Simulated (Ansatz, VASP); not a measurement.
One calculation of KI, two programs

```
CELL_PARAMETERS angstrom
0.00000 3.59030 3.59030
3.59030 0.00000 3.59030
3.59030 3.59030 0.00000
ATOMIC_POSITIONS crystal
K 0.00000 0.00000 0.00000
I 0.50000 0.50000 0.50000
```

Alike in both runs: functional PBE; k mesh 6 × 6 × 6; occupations gaussian, width 0.02 eV; no spin polarisation.

Ansatz relaxed the structure, and its values are those at the end. VASP's run is a single point on that final structure, the one shown.

|  | VASP | Ansatz |
| --- | --- | --- |
| version | VASP 6.6.1 | Ansatz 0.2.0 |
| potentials or method | VASP PAW PBE potentials, release 64 (K_sv, I) | scalar-relativistic, plane waves, norm-conserving pseudopotentials |
| plane-wave cutoff (eV) | 500 | 952 |
| valence electrons in the cell | 16 | 16 |

```csv
,VASP,Ansatz,Ansatz less VASP
gap on the k mesh at the Fermi level (eV),3.85,3.85,+0.001
least direct gap on the mesh (eV),3.85,3.85,+0.001
pressure (GPa),0.0,0.0,-0.03
```

Spin-orbit coupling is off throughout.
